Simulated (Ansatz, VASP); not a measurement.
## One calculation of AgCl, two programs

```
CELL_PARAMETERS angstrom
3.44618 0.05059 0.05059
0.05059 3.44618 0.05059
0.05059 0.05059 3.44618
ATOMIC_POSITIONS crystal
Ag 0.00000 0.00000 0.00000
Cl 0.50000 0.50000 0.50000
```

Change from the starting cell: shear_111 strain +4.5%.

Alike in both runs: task single point; functional PBE; k mesh 8 × 8 × 8; occupations fermi-dirac, width 0.02 eV; no spin polarisation.

|  | VASP | Ansatz |
| --- | --- | --- |
| version | VASP 6.6.1 | Ansatz 0.2.0 |
| potentials or method | VASP PAW PBE potentials, release 64 (Ag_sv_GW, Cl) | plane waves, PAW |
| plane-wave cutoff (eV) | 630 | 420 |
| valence electrons in the cell | 26 | 26 |

VASP gave:

| Property | Result |
| --- | --- |
| pressure (GPa) | -0.7 |
| traceless stress, the component that is largest in VASP (GPa) | 0.36 |

Problem. Estimate Ansatz's values.

Solution. Pressure (GPa): -0.5; traceless stress, the component that is largest in VASP (GPa): 0.35.
